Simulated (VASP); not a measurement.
# CaSe (Pm-3m) in VASP: single point with HSE06

Aim: the single point of CaSe with HSE06.

All numbers are computed with VASP 6.6.1; they aren't measurements. Logs are shortened: lines on timing, memory, paths and dates and some standing lists are left out, and cuts for length are marked.

## 1. The cell of the first run

Symmetry: Pm-3m, No. 221, cubic system. The conventional cell has a = 3.830 Å, b = 3.830 Å, c = 3.830 Å, α = 90.00°, β = 90.00°, γ = 90.00°. Ca (site symmetry m-3m) has 8 Se at 3.32 Å and 6 Ca at 3.83 Å within 4.4 Å. Se (site symmetry m-3m) has 8 Ca at 3.32 Å and 6 Se at 3.83 Å within 4.4 Å.

## 2. Single point, HSE06 (strain +5.4%)

The input, POSCAR:

```
CaSe
1.0
    3.8296093905      0.0000000000      0.0000000000
    0.0000000000      3.8296093905      0.0000000000
    0.0000000000      0.0000000000      3.8296093905
Ca Se
1 1
Direct
    0.0000000000      0.0000000000      0.0000000000
    0.5000000000      0.5000000000      0.5000000000
```

The input, INCAR.step1:

```
PREC = Accurate ; ENCUT = 520
EDIFF = 1E-5 ; ISMEAR = 0
SIGMA = 0.01 ; LREAL = F
LASPH = T ; NELM = 100
ALGO = Normal ; ISIF = 2
LWAVE = T ; LCHARG = F
GGA = PE ; NBANDS = 15
```

The input, INCAR.step2:

```
PREC = Accurate ; ENCUT = 520
EDIFF = 1E-6 ; ISMEAR = 0
SIGMA = 0.01 ; LREAL = F
LASPH = T ; NELM = 100
ALGO = Normal ; ISIF = 2
LWAVE = F ; LCHARG = F
GGA = PE ; LHFCALC = T
HFSCREEN = 0.2079 ; PRECFOCK = Normal
ISTART = 1 ; NBANDS = 15
```

The input, KPOINTS:

```
regular mesh
0
Gamma
  6 6 6
```

Potentials or basis: VASP PAW PBE potentials, release 64 (Ca_sv, Se).

On the command line:

```
> cat potpaw_PBE.64/Ca_sv/POTCAR potpaw_PBE.64/Se/POTCAR > POTCAR
> cp INCAR.step1 INCAR
> mpirun -np 1 vasp_std > vasp.out
> cp INCAR.step2 INCAR
> mpirun -np 1 vasp_std > vasp.out
```

OUTCAR:

```text
PREC = Accurate
   ENCUT = 520
   EDIFF = 1E-6
   ISMEAR = 0
   LREAL = F
   LASPH = T
   NELM = 100
   ISIF = 2
   GGA = PE
   LHFCALC = T
   HFSCREEN = 0.2079
   PRECFOCK = Normal
   ISTART = 1

 ion  position               nearest neighbor table
   1  0.000  0.000  0.000-
   2  0.500  0.500  0.500-

  LATTYP: Found a simple cubic cell.
 ALAT       =     3.8296093905

  Lattice vectors:

 A1 = (   3.8296093905,   0.0000000000,   0.0000000000)
 A2 = (   0.0000000000,   3.8296093905,   0.0000000000)
 A3 = (   0.0000000000,   0.0000000000,   3.8296093905)

Analysis of symmetry for initial positions (statically):
=====================================================================
 Subroutine PRICEL returns:
 Original cell was already a primitive cell.

 Routine SETGRP: Setting up the symmetry group for a
 simple cubic supercell.

 Subroutine GETGRP returns: Found 48 space group operations
 (whereof 48 operations were pure point group operations)
 out of a pool of 48 trial point group operations.

The static configuration has the point symmetry O_h .

Analysis of symmetry for dynamics (positions and initial velocities):
=====================================================================
 Subroutine PRICEL returns:
 Original cell was already a primitive cell.

 Routine SETGRP: Setting up the symmetry group for a
 simple cubic supercell.

 Subroutine GETGRP returns: Found 48 space group operations
 (whereof 48 operations were pure point group operations)
 out of a pool of 48 trial point group operations.

The dynamic configuration has the point symmetry O_h .

 Subroutine INISYM returns: Found 48 space group operations
 (whereof 48 operations are pure point group operations),
 and found     1 'primitive' translations

----------------------------------------------------------------------------------------

                                     Primitive cell

  volume of cell :      56.1647

  direct lattice vectors                    reciprocal lattice vectors
     3.829609390  0.000000000  0.000000000     0.261123237  0.000000000  0.000000000
     0.000000000  3.829609390  0.000000000     0.000000000  0.261123237  0.000000000
     0.000000000  0.000000000  3.829609390     0.000000000  0.000000000  0.261123237

  length of vectors
     3.829609390  3.829609390  3.829609390     0.261123237  0.261123237  0.261123237

  position of ions in fractional coordinates (direct lattice)
     0.000000000  0.000000000  0.000000000
     0.500000000  0.500000000  0.500000000

  ion indices of the primitive-cell ions
   primitive index   ion index
                 1           1
                 2           2

----------------------------------------------------------------------------------------

 KPOINTS: regular mesh

Automatic generation of k-mesh.
 Grid dimensions read from file:
 generate k-points for:    6    6    6

 Generating k-lattice:

  Cartesian coordinates                     Fractional coordinates (reciprocal lattice)
     0.043520539  0.000000000  0.000000000     0.166666667  0.000000000  0.000000000
     0.000000000  0.043520539  0.000000000     0.000000000  0.166666667  0.000000000
     0.000000000  0.000000000  0.043520539     0.000000000  0.000000000  0.166666667

  Length of vectors
     0.043520539  0.043520539  0.043520539

  Shift w.r.t. Gamma in fractional coordinates (k-lattice)
     0.000000000  0.000000000  0.000000000

 Subroutine IBZKPT returns following result:
 ===========================================

 Found     20 irreducible k-points:

 Following reciprocal coordinates:
            Coordinates               Weight
  0.000000  0.000000  0.000000      1.000000
  0.166667  0.000000  0.000000      6.000000
  0.333333  0.000000  0.000000      6.000000
  0.500000  0.000000  0.000000      3.000000
  0.166667  0.166667  0.000000     12.000000
  0.333333  0.166667  0.000000     24.000000
[... 12 lines left out ...]
  0.500000  0.500000  0.333333      6.000000
  0.500000  0.500000  0.500000      1.000000
   k-points           NKPTS =     20   k-points in BZ     NKDIM =    216   number of bands    NBANDS=     15
   number of dos      NEDOS =    301   number of ions     NIONS =      2
   total plane-waves  NPLWV =  21952
   dimension x,y,z NGX =    28 NGY =   28 NGZ =   28
   dimension x,y,z NGXF=    56 NGYF=   56 NGZF=   56
   ions per type =               1   1
   NGX,Y,Z   is equivalent  to a cutoff of  12.15, 12.15, 12.15 a.u.
   NGXF,Y,Z  is equivalent  to a cutoff of  24.31, 24.31, 24.31 a.u.
 SYSTEM =  unknown system
   PREC   = accura    normal or accurate (medium, high low for compatibility)
   ISTART =      1    job   : 0-new  1-cont  2-samecut
   ICHARG =      0    charge: 1-file 2-atom 10-const
   ISPIN  =      1    spin polarized calculation?
   LNONCOLLINEAR =      F non collinear calculations
   LSORBIT =      F    spin-orbit coupling
   LASPH  =      T    aspherical Exc in radial PAW
   ENCUT  =  520.0 eV  38.22 Ry    6.18 a.u.   7.12  7.12  7.12*2*pi/ulx,y,z
   NELM   =    100;   NELMIN=  2; NELMDL=  0     # of ELM steps
   EDIFF  = 0.1E-05   stopping-criterion for ELM
   LREAL  =      F    real-space projection
   EDIFFG = 0.1E-04   stopping-criterion for IOM
   NSW    =      0    number of steps for IOM
   IBRION =     -1    ionic relax: 0-MD 1-quasi-New 2-CG
   NFREE  =      0    steps in history (QN), initial steepest desc. (CG)
   ISIF   =      2    stress and relaxation
   ISYM   =      3    0-nonsym 1-usesym 2-fastsym
   POTIM  = 0.5000    time-step for ionic-motion
   TEBEG  =    0.0;   TEEND  =   0.0 temperature during run
   PSTRESS=    0.0 pullay stress
   NELECT =      16.0000    total number of electrons
   NUPDOWN=      -1.0000    fix difference up-down
   EMIN   =  10.00;   EMAX   =-10.00  energy-range for DOS
   EFERMI =   0.00;   METHOD = LEGACY
   ISMEAR =     0;   SIGMA  =   0.01  broadening in eV -4-tet -1-fermi 0-gaus
   EFERMI_NEDOS =   21; number of points for ismear=-14 and -15
   IALGO  =     38    algorithm
   IMIX   =      1    mixing-type and parameters
     AMIX     =   0.40;   BMIX     =  1.00
     AMIX_MAG =   1.60;   BMIX_MAG =  1.00
  volume/ion in A,a.u.               =      28.08       189.51
  Fermi-wavevector in a.u.,A,eV,Ry     =   1.077193  2.035600 15.787460  1.160346
  Thomas-Fermi vector in A             =   2.213098
   LORBIT       =      0    0 simple, 1 ext, 2 COOP (PROOUT), +10 PAW based schemes
   GGA     = PE    functional components
   LHFCALC =     T    Hartree Fock is set to
   PRECFOCK=normal    Normal, Fast or Accurate (Low or Medium for compatibility)
   ENCUT4O =  -1.0   cutoff for four orbital integrals eV
   NKREDX  =     1    reduce k-point grid by
   NKREDY  =     1    reduce k-point grid by
   NKREDZ  =     1    reduce k-point grid by
   AEXX    =    0.2500 exact exchange contribution
   HFSCREEN=    0.2079 screening length (either q_TF or 0.3 A-1)
   HFSCREENC=   0.2079 screening length for correlation (either q_TF or 0.3 A-1)
   ENCUTFOCK=  -1.0 apply spherical cutoff to Coloumb kernel
   IVDW    =     0    specifies the selected vdW correction
   LEPSILON=     F    determine dielectric tensor
   LRPA    =     F    only Hartree local field effects (RPA)
 non-spin polarized calculation
 Gauss-broadening in eV      SIGMA  =   0.01
  energy-cutoff  :      520.00
  volume of cell :       56.16
 maximum number of plane-waves:      1532
  NGX = 24; NGY = 24; NGZ = 24

 number of electron      16.0000008 magnetization

 Free energy of the ion-electron system (eV)
  ---------------------------------------------------
  ext. energy  EPLUGINS =         0.00000000
  ---------------------------------------------------
  free energy    TOTEN  =        -9.77864170 eV

  energy without entropy =       -9.77864170  energy(sigma->0) =       -9.77864170

 E-fermi :   2.6558     XC(G=0):  -7.4551

 val. band max:        2.5897154594   @ k =   0.5000   0.5000   0.0000
 cond. band min:       4.3110072865   @ k =   0.5000   0.5000   0.0000
 fundamental gap:      1.7212918271
 Fermi energy:         2.6557526406

 k-point     1 :       0.0000    0.0000    0.0000
  band No.  band energies     occupation
      1     -42.3225      2.00000
      2     -21.7776      2.00000
      3     -21.7776      2.00000
      4     -21.7776      2.00000
      5     -10.9094      2.00000
      6       1.7739      2.00000
      7       1.7739      2.00000
      8       1.7739      2.00000
      9       4.5973      0.00000
     10       4.9658      0.00000
     11       4.9658      0.00000
     12       8.0770      0.00000
     13       8.0770      0.00000
     14       8.0770      0.00000
     15      12.5346      0.00000

 k-point     2 :       0.1667    0.0000    0.0000
  band No.  band energies     occupation
      1     -42.3210      2.00000
      2     -21.8032      2.00000
      3     -21.7749      2.00000
      4     -21.7749      2.00000
      5     -10.7796      2.00000
      6       0.3567      2.00000
      7       1.7727      2.00000
      8       1.7727      2.00000
      9       5.1499      0.00000
     10       5.2087      0.00000
     11       6.2637      0.00000
     12       8.1369      0.00000
     13       8.1633      0.00000
     14       8.1633      0.00000
     15      11.8727      0.00000
[... 293 lines left out ...]
      3     -21.8469      2.00000
      4     -21.8218      2.00000
      5      -9.7313      2.00000
      6      -0.6618      2.00000
      7      -0.6618      2.00000
      8      -0.0498      2.00000
      9       5.9515      0.00000
     10       6.9230      0.00000
     11       6.9230      0.00000
     12       8.7936      0.00000
     13       9.0604      0.00000
     14       9.4265      0.00000
     15       9.6991      0.00000

 k-point    20 :       0.5000    0.5000    0.5000
  band No.  band energies     occupation
      1     -42.3046      2.00000
      2     -21.8426      2.00000
      3     -21.8426      2.00000
      4     -21.8426      2.00000
      5      -9.6142      2.00000
      6      -0.6423      2.00000
      7      -0.6423      2.00000
      8      -0.6423      2.00000
      9       6.9788      0.00000
     10       6.9788      0.00000
     11       6.9788      0.00000
     12       9.0768      0.00000
     13       9.0771      0.00000
     14       9.1666      0.00000
     15       9.1666      0.00000

------------------------ aborting loop because EDIFF is reached ----------------------------------------

  FORCE on cell =-STRESS in cart. coord.  units (eV):
  Direction    XX          YY          ZZ          XY          YZ          ZX
  --------------------------------------------------------------------------------------
  -------------------------------------------------------------------------------------
  Total       -2.1382128     -2.1382128     -2.1382128      0.0000000      0.0000000      0.0000000
  in kB      -60.9955375    -60.9955375    -60.9955375      0.0000000      0.0000000      0.0000000
  external PRESSURE =     -60.9955375 kB  Pullay stress =       0.0000000 kB

 VOLUME and BASIS-vectors are now :
 -----------------------------------------------------------------------------
  energy-cutoff  :      520.00
  volume of cell :       56.16
      direct lattice vectors                 reciprocal lattice vectors
     3.829609390  0.000000000  0.000000000     0.261123237  0.000000000  0.000000000
     0.000000000  3.829609390  0.000000000     0.000000000  0.261123237  0.000000000
     0.000000000  0.000000000  3.829609390     0.000000000  0.000000000  0.261123237

 POSITION                                       TOTAL-FORCE (eV/Angst)
 -----------------------------------------------------------------------------------
      0.00000      0.00000      0.00000         0.000000      0.000000      0.000000
      1.91480      1.91480      1.91480         0.000000      0.000000      0.000000
 -----------------------------------------------------------------------------------
    total drift:                               -0.000000     -0.000000     -0.000000

  FREE ENERGIE OF THE ION-ELECTRON SYSTEM (eV)
  ---------------------------------------------------
  free  energy   TOTEN  =        -9.7786417024 eV

  energy  without entropy=       -9.7786417024  energy(sigma->0) =       -9.77864170
```

Run time: 18 min. Hardware: 1 thread of Intel Xeon 6975P-C (Granite Rapids), shared host; peak memory 0.29 GiB.

Results:

* Free energy: -9.7786 eV
* Pressure: -6.1 GPa
* Band gap on the k mesh: 1.72 eV

Levels at points of the mesh, in eV from the valence-band top:
```
           k point  band 5  band 6  band 7  band 8  band 9  band 10  band 11  band 12
(0.00, 0.00, 0.00)  -13.50   -0.82   -0.82   -0.82    2.01     2.38     2.38     5.49
(0.50, 0.00, 0.00)  -12.93   -4.54   -0.83   -0.83    3.30     4.73     5.74     5.74
(0.50, 0.50, 0.00)  -12.64   -3.31   -3.31    0.00    1.72     3.87     4.35     4.35
(0.50, 0.50, 0.50)  -12.20   -3.23   -3.23   -3.23    4.39     4.39     4.39     6.49
```

Caveat: the cell differs from its parent crystal (strain +5.4%); the cell stands under tension; the PAW data sets were made with another functional, which shifts forces and pressure a little.
